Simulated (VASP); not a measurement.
Runs of VASP 6.6.1 on Lu. The structure is that of space group P6/mmm (No. 191), or close to it. The cells are those of the table. 

```csv
cell,k mesh,gap on the mesh (eV),pressure (GPa)
"a = 5.324, b = 5.324, c = 3.344 Å, angles 90.0, 90.0, 120.0°, 3 atoms",7 × 7 × 9,none,(a)
"a = 5.178, b = 5.178, c = 3.252 Å, angles 90.0, 90.0, 120.0°, 3 atoms",8 × 8 × 11,none,4.9
"a = 5.252, b = 5.252, c = 3.299 Å, angles 90.0, 90.0, 120.0°, 3 atoms",8 × 8 × 11,none,2.9
"a = 5.102, b = 5.102, c = 3.205 Å, angles 90.0, 90.0, 120.0°, 3 atoms",8 × 8 × 11,none,7.8
```

Alike in all rows: task single point; level PBEsol; potentials or basis VASP PAW PBE potentials, release 64 (Lu); no spin polarisation; cutoff (eV) 520; smearing fermi-dirac 0.1 eV.

Q: Fill in the values left out.

A: (a) 0.4.

Caveats: the PAW data sets were made with another functional, which shifts forces and pressure a little; spin-orbit coupling is left out, which moves the levels of the heavy elements.

A k mesh can miss the band edges, and the runs leave out spin-orbit coupling on Lu.

A gap of «none» marks levels without a gap at the run's occupations.
